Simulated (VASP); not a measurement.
A run of VASP 6.6.1 is set up as follows.

File INCAR:

```
ALGO = Fast
EDIFF = 1E-6
ENCUT = 520
GGA = PS
ISIF = 2
ISMEAR = 0
ISPIN = 2
LASPH = True
LCHARG = True
LELF = True
LMAXMIX = 4
LORBIT = 11
LREAL = False
LVHAR = True
LWAVE = False
MAGMOM = 1.79 1.79
NBANDS = 20
NELM = 150
PREC = Accurate
SIGMA = 0.15
```

The input KPOINTS:

```
k-points
0
Gamma
  21 21 12
```

POSCAR

```
Co
1.0
    2.3819000000      0.0000000000      0.0000000000
   -1.1909500000      2.0627859093      0.0000000000
    0.0000000000      0.0000000000      4.4434000000
Co
2
Direct
    0.3333333333      0.6666666667      0.2500000000
    0.6666666667      0.3333333333      0.7500000000
```

Potentials or basis: VASP PAW PBE potentials, release 64 (Co).

Command:

```bash
$ cat potpaw_PBE.64/Co/POTCAR > POTCAR
$ mpirun -np 1 vasp_std > vasp.out
```

What does it give for the pressure?

-6.4 GPa.

What does it give for the site moments?

Co +1.64 μB.

What does it give for the net moment?

3.26 μB per cell.

Stress tensor (GPa, compression positive):
```
  6.37   0.00   0.00
  0.00   6.37   0.00
  0.00   0.00 -31.83
```

Caveat: the stress differs along the axes, from -32 to 6 GPa; the PAW data sets were made with another functional, which shifts forces and pressure a little.
